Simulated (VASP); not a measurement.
# Rh (Fm-3m) in VASP: notebook

Rh is run at these levels: PBEsol; tasks: single point, relaxation of cell and atoms.

All numbers are computed with VASP 6.6.1; they aren't measurements. Logs are shortened: lines on timing, memory, paths and dates and some standing lists are left out, and cuts for length are marked.

## 1. The cell of the first run

The structure is cubic, space group Fm-3m (No. 225). Conventional cell: a = 3.786 Å, b = 3.786 Å, c = 3.786 Å, α = 90.00°, β = 90.00°, γ = 90.00°. Within 3.5 Å of Rh (site symmetry m-3m) lie 12 Rh at 2.68 Å.

## 2. Single point, PBEsol

File INCAR:

```
PREC = Accurate ; ENCUT = 520
EDIFF = 1E-7 ; ISMEAR = -1
SIGMA = 0.02 ; LREAL = False
LASPH = True ; NELM = 100
ALGO = Normal ; ISIF = 2
LWAVE = False ; LCHARG = False
GGA = PS ; NBANDS = 14
```

File KPOINTS:

```
Automatic mesh
0
Gamma
  8 8 8
```

File POSCAR:

```
Rh
1.0
    0.0000000000      1.8927599295      1.8927599295
    1.8927599295      0.0000000000      1.8927599295
    1.8927599295      1.8927599295      0.0000000000
Rh
1
Direct
    0.0000000000      0.0000000000      0.0000000000
```

Potentials or basis: VASP PAW PBE potentials, release 64 (Rh_pv).

Launch:

```console
cat potpaw_PBE.64/Rh_pv/POTCAR > POTCAR
mpirun -np 1 vasp_std > vasp.out
```

OUTCAR:

```text
PREC = Accurate
   ENCUT = 520
   EDIFF = 1E-7
   ISMEAR = -1
   LREAL = False
   LASPH = True
   NELM = 100
   ISIF = 2
   GGA = PS

 ion  position               nearest neighbor table
   1  0.000  0.000  0.000-

  LATTYP: Found a face centered cubic cell.
 ALAT       =     3.7855198590

  Lattice vectors:

 A1 = (   0.0000000000,   1.8927599295,   1.8927599295)
 A2 = (   1.8927599295,   0.0000000000,   1.8927599295)
 A3 = (   1.8927599295,   1.8927599295,   0.0000000000)

Analysis of symmetry for initial positions (statically):
=====================================================================
 Subroutine PRICEL returns:
 Original cell was already a primitive cell.

 Routine SETGRP: Setting up the symmetry group for a
 face centered cubic supercell.

 Subroutine GETGRP returns: Found 48 space group operations
 (whereof 48 operations were pure point group operations)
 out of a pool of 48 trial point group operations.

The static configuration has the point symmetry O_h .

Analysis of symmetry for dynamics (positions and initial velocities):
=====================================================================
 Subroutine PRICEL returns:
 Original cell was already a primitive cell.

 Routine SETGRP: Setting up the symmetry group for a
 face centered cubic supercell.

 Subroutine GETGRP returns: Found 48 space group operations
 (whereof 48 operations were pure point group operations)
 out of a pool of 48 trial point group operations.

The dynamic configuration has the point symmetry O_h .

 Subroutine INISYM returns: Found 48 space group operations
 (whereof 48 operations are pure point group operations),
 and found     1 'primitive' translations

----------------------------------------------------------------------------------------

                                     Primitive cell

  volume of cell :      13.5618

  direct lattice vectors                    reciprocal lattice vectors
     0.000000000  1.892759929  1.892759929    -0.264164510  0.264164510  0.264164510
     1.892759929  0.000000000  1.892759929     0.264164510 -0.264164510  0.264164510
     1.892759929  1.892759929  0.000000000     0.264164510  0.264164510 -0.264164510

  length of vectors
     2.676766763  2.676766763  2.676766763     0.457546353  0.457546353  0.457546353

  position of ions in fractional coordinates (direct lattice)
     0.000000000  0.000000000  0.000000000

  ion indices of the primitive-cell ions
   primitive index   ion index
                 1           1

----------------------------------------------------------------------------------------

 KPOINTS: Automatic mesh

Automatic generation of k-mesh.
 Grid dimensions read from file:
 generate k-points for:    8    8    8

 Generating k-lattice:

  Cartesian coordinates                     Fractional coordinates (reciprocal lattice)
    -0.033020564  0.033020564  0.033020564     0.125000000  0.000000000  0.000000000
     0.033020564 -0.033020564  0.033020564     0.000000000  0.125000000  0.000000000
     0.033020564  0.033020564 -0.033020564     0.000000000  0.000000000  0.125000000

  Length of vectors
     0.057193294  0.057193294  0.057193294

  Shift w.r.t. Gamma in fractional coordinates (k-lattice)
     0.000000000  0.000000000  0.000000000

 Subroutine IBZKPT returns following result:
 ===========================================

 Found     29 irreducible k-points:

 Following reciprocal coordinates:
            Coordinates               Weight
  0.000000  0.000000  0.000000      1.000000
  0.125000  0.000000  0.000000      8.000000
  0.250000  0.000000  0.000000      8.000000
  0.375000  0.000000  0.000000      8.000000
  0.500000  0.000000  0.000000      4.000000
  0.125000  0.125000  0.000000      6.000000
[... 16 lines left out ...]
  0.500000  0.250000  0.125000     48.000000
 -0.375000  0.250000  0.125000     24.000000
 [... further k-points ...]
   k-points           NKPTS =     29   k-points in BZ     NKDIM =     29   number of bands    NBANDS=     14
   number of dos      NEDOS =    301   number of ions     NIONS =      1
   total plane-waves  NPLWV =   8000
   dimension x,y,z NGX =    20 NGY =   20 NGZ =   20
   dimension x,y,z NGXF=    40 NGYF=   40 NGZF=   40
   ions per type =               1
   NGX,Y,Z   is equivalent  to a cutoff of  12.42, 12.42, 12.42 a.u.
   NGXF,Y,Z  is equivalent  to a cutoff of  24.84, 24.84, 24.84 a.u.
 SYSTEM =  unknown system
   PREC   = accura    normal or accurate (medium, high low for compatibility)
   ISTART =      0    job   : 0-new  1-cont  2-samecut
   ICHARG =      2    charge: 1-file 2-atom 10-const
   ISPIN  =      1    spin polarized calculation?
   LNONCOLLINEAR =      F non collinear calculations
   LSORBIT =      F    spin-orbit coupling
   LASPH  =      T    aspherical Exc in radial PAW
   ENCUT  =  520.0 eV  38.22 Ry    6.18 a.u.   4.98  4.98  4.98*2*pi/ulx,y,z
   NELM   =    100;   NELMIN=  2; NELMDL= -5     # of ELM steps
   EDIFF  = 0.1E-06   stopping-criterion for ELM
   LREAL  =      F    real-space projection
   EDIFFG = 0.1E-05   stopping-criterion for IOM
   NSW    =      0    number of steps for IOM
   IBRION =     -1    ionic relax: 0-MD 1-quasi-New 2-CG
   NFREE  =      0    steps in history (QN), initial steepest desc. (CG)
   ISIF   =      2    stress and relaxation
   ISYM   =      2    0-nonsym 1-usesym 2-fastsym
   POTIM  = 0.5000    time-step for ionic-motion
   TEBEG  =    0.0;   TEEND  =   0.0 temperature during run
   PSTRESS=    0.0 pullay stress
   NELECT =      15.0000    total number of electrons
   NUPDOWN=      -1.0000    fix difference up-down
   EMIN   =  10.00;   EMAX   =-10.00  energy-range for DOS
   EFERMI =   0.00;   METHOD = LEGACY
   ISMEAR =    -1;   SIGMA  =   0.02  broadening in eV -4-tet -1-fermi 0-gaus
   EFERMI_NEDOS =   21; number of points for ismear=-14 and -15
   IALGO  =     38    algorithm
   IMIX   =      4    mixing-type and parameters
     AMIX     =   0.40;   BMIX     =  1.00
     AMIX_MAG =   1.60;   BMIX_MAG =  1.00
  volume/ion in A,a.u.               =      13.56        91.52
  Fermi-wavevector in a.u.,A,eV,Ry     =   1.693037  3.199376 38.999378  2.866373
  Thomas-Fermi vector in A             =   2.774515
   LORBIT       =      0    0 simple, 1 ext, 2 COOP (PROOUT), +10 PAW based schemes
   GGA     = PS    functional components
   LHFCALC =     F    Hartree Fock is set to
   AEXX    =    0.0000 exact exchange contribution
   IVDW    =     0    specifies the selected vdW correction
   LEPSILON=     F    determine dielectric tensor
   LRPA    =     F    only Hartree local field effects (RPA)
 non-spin polarized calculation
  energy-cutoff  :      520.00
  volume of cell :       13.56
 maximum number of plane-waves:       380
   NGX =  9   NGY =  9   NGZ =  9

 number of electron      15.0000007 magnetization

 Free energy of the ion-electron system (eV)
  ---------------------------------------------------
  ext. energy  EPLUGINS =         0.00000000
  ---------------------------------------------------
  free energy    TOTEN  =        -8.10301608 eV

  energy without entropy =       -8.10105880  energy(sigma->0) =       -8.10203744

 E-fermi :  12.0364     XC(G=0): -14.3018

 val. band max:       12.0186593300   @ k =  -0.3750   0.2500   0.0000
 cond. band min:      12.1186301518   @ k =   0.3750   0.0000   0.0000
 fundamental gap:      0.0999708219
 Fermi energy:        12.0364282741

 k-point     1 :       0.0000    0.0000    0.0000
  band No.  band energies     occupation
      1     -34.3137      2.00000
      2     -34.3137      2.00000
      3     -34.3137      2.00000
      4       3.8516      2.00000
      5       8.8626      2.00000
      6       8.8626      2.00000
      7       8.8626      2.00000
      8      11.0365      2.00000
      9      11.0365      2.00000
     10      27.9184      0.00000
     11      32.4082      0.00000
     12      33.4636      0.00000
     13      33.4636      0.00000
     14      33.4636      0.00000

 k-point     2 :       0.1250    0.0000    0.0000
  band No.  band energies     occupation
      1     -34.4307      2.00000
      2     -34.3295      2.00000
      3     -34.3295      2.00000
      4       4.4634      2.00000
      5       8.6196      2.00000
      6       9.0831      2.00000
      7       9.0831      2.00000
      8      10.9319      2.00000
      9      10.9319      2.00000
     10      28.7647      0.00000
     11      30.9010      0.00000
     12      32.4111      0.00000
     13      34.3810      0.00000
     14      34.3810      0.00000

 k-point     3 :       0.2500    0.0000    0.0000
  band No.  band energies     occupation
      1     -34.7078      2.00000
      2     -34.3673      2.00000
      3     -34.3673      2.00000
      4       5.6708      2.00000
      5       8.7136      2.00000
      6       9.2388      2.00000
      7       9.2388      2.00000
      8      11.1928      2.00000
      9      11.1928      2.00000
     10      27.1569      0.00000
     11      29.5693      0.00000
     12      32.4097      0.00000
     13      36.5440      0.00000
     14      36.5440      0.00000
[... 324 lines left out ...]
 k-point    23 :       0.5000    0.2500    0.1250
  band No.  band energies     occupation
      1     -34.9200      2.00000
      2     -34.5967      2.00000
      3     -34.4611      2.00000
      4       6.9541      2.00000
      5       8.0185      2.00000
      6       8.5512      2.00000
      7      10.2684      2.00000
      8      11.9009      1.99772
      9      15.1873      0.00000
     10      23.7180      0.00000
     11      27.9704      0.00000
     12      29.8077      0.00000
     13      32.4133      0.00000
     14      34.4918      0.00000

 k-point    24 :      -0.3750    0.2500    0.1250
  band No.  band energies     occupation
      1     -34.9824      2.00000
      2     -34.6236      2.00000
      3     -34.4855      2.00000
      4       6.8828      2.00000
      5       7.7723      2.00000
      6       9.2788      2.00000
      7       9.9759      2.00000
      8      12.4239      0.00000
      9      17.4629      0.00000
     10      20.5228      0.00000
     11      28.1388      0.00000
     12      28.9285      0.00000
     13      32.4139      0.00000
     14      33.2363      0.00000

 [... further k-points ...]

------------------------ aborting loop because EDIFF is reached ----------------------------------------

  FORCE on cell =-STRESS in cart. coord.  units (eV):
  Direction    XX          YY          ZZ          XY          YZ          ZX
  --------------------------------------------------------------------------------------
  -------------------------------------------------------------------------------------
  Total       -0.0458716     -0.0458716     -0.0458716     -0.0000000     -0.0000000      0.0000000
  in kB       -5.4192341     -5.4192341     -5.4192341     -0.0000000     -0.0000000      0.0000000
  external PRESSURE =      -5.4192341 kB  Pullay stress =       0.0000000 kB

 VOLUME and BASIS-vectors are now :
 -----------------------------------------------------------------------------
  energy-cutoff  :      520.00
  volume of cell :       13.56
      direct lattice vectors                 reciprocal lattice vectors
     0.000000000  1.892759929  1.892759929    -0.264164510  0.264164510  0.264164510
     1.892759929  0.000000000  1.892759929     0.264164510 -0.264164510  0.264164510
     1.892759929  1.892759929  0.000000000     0.264164510  0.264164510 -0.264164510

 POSITION                                       TOTAL-FORCE (eV/Angst)
 -----------------------------------------------------------------------------------
      0.00000      0.00000      0.00000        -0.000000     -0.000000      0.000000
 -----------------------------------------------------------------------------------
    total drift:                                0.000000      0.000000      0.000000

  FREE ENERGIE OF THE ION-ELECTRON SYSTEM (eV)
  ---------------------------------------------------
  free  energy   TOTEN  =        -8.1030160820 eV

  energy  without entropy=       -8.1010588019  energy(sigma->0) =       -8.10203744
```

It took 4.7 s on 1 thread of Intel Xeon 8259CL, shared host; peak memory 0.13 GiB.

What came out:

```
Free energy            : -8.1030 eV
Pressure               : -0.5 GPa
Band gap on the k mesh : zero (an odd number of electrons rules out a gap without spin polarisation)
```

Caveat: the PAW data sets were made with another functional, which shifts forces and pressure a little.

## 3. Relaxation of cell and atoms, PBEsol

This run uses another cell than the first one, of 13.67 Å³/atom.

File INCAR:

```
SYSTEM = Rh
PREC     = Accurate       ! precision mode
ENCUT    = 600            ! plane-wave cutoff, eV
EDIFF    = 1E-6           ! SCF threshold, eV
ISMEAR   = -1             ! smearing method
SIGMA    = 0.02           ! smearing width, eV
LREAL    = .FALSE.        ! projectors in reciprocal space
LASPH    = .TRUE.         ! aspherical terms in the spheres
NELM     = 60             ! most SCF steps
ALGO     = Normal         ! electronic algorithm
ISIF     = 3              ! what is computed and relaxed
LWAVE    = .FALSE.        ! write WAVECAR
LCHARG   = .FALSE.        ! write CHGCAR
GGA      = PS             ! functional
IBRION   = 2              ! ionic algorithm
NSW      = 60             ! ionic steps
EDIFFG   = -0.02          ! ionic threshold
```

File KPOINTS:

```
regular mesh
0
G
  8 8 8
  0 0 0
```

File POSCAR:

```
Rh
1.0
    0.0000000000      1.8978500000      1.8978500000
    1.8978500000      0.0000000000      1.8978500000
    1.8978500000      1.8978500000      0.0000000000
Rh
1
Direct
    0.0000000000      0.0000000000      0.0000000000
```

Potentials or basis: VASP PAW PBE potentials, release 64 (Rh_pv).

Launch:

```console
cat potpaw_PBE.64/Rh_pv/POTCAR > POTCAR
mpirun -np 1 vasp_std > vasp.out
```

Wall time 10 s (1 thread of Intel Xeon 8259CL, shared host); peak memory 0.14 GiB.

The run converged. Its results:

| Item | Value |
| --- | --- |
| Free energy | -8.1036 eV |
| Relaxed volume | 13.53 Å³/atom |
| Relaxed cell | a = 2.675 Å, b = 2.675 Å, c = 2.675 Å, α = 60.00°, β = 60.00°, γ = 60.00° |
| Space group after relaxing (to 0.1 Å) | Fm-3m (No. 225) |
| Energy gained by relaxing | 1.3 meV/atom |
| Ionic steps | 3 |
| Pressure after relaxing | 0.0 GPa |
| Band gap on the k mesh | zero (an odd number of electrons rules out a gap without spin polarisation) |

The path:
| step | energy change (eV) | largest force (eV/Å) | pressure (GPa) | volume (Å³) |
| --- | --- | --- | --- | --- |
| 1 | 0.0000 | 0.0000 | -2.96 | 13.67 |
| 2 | 0.0076 | 0.0000 | 8.36 | 13.18 |
| 3 | -0.0013 | 0.0000 | -0.03 | 13.53 |

Final structure:
```xyz
1
Lattice="0.0000 1.8914 1.8914 1.8914 0.0000 1.8914 1.8914 1.8914 0.0000" Properties=species:S:1:pos:R:3 pbc="T T T"
Rh    0.0000    0.0000    0.0000
```

Levels at points of the mesh, in eV from the Fermi level:
```tsv
k point	band 4	band 5	band 6	band 7	band 8	band 9	band 10	band 11
(0.00, 0.00, 0.00)	-8.20	-3.18	-3.18	-3.18	-1.00	-1.00	15.88	20.37
(0.50, 0.00, 0.00)	-6.32	-3.25	-3.25	0.60	0.60	0.61	8.74	15.40
(0.50, 0.50, 0.00)	-6.51	-6.14	0.58	1.02	1.02	3.17	12.42	13.30
```

Caveat: the PAW data sets were made with another functional, which shifts forces and pressure a little.
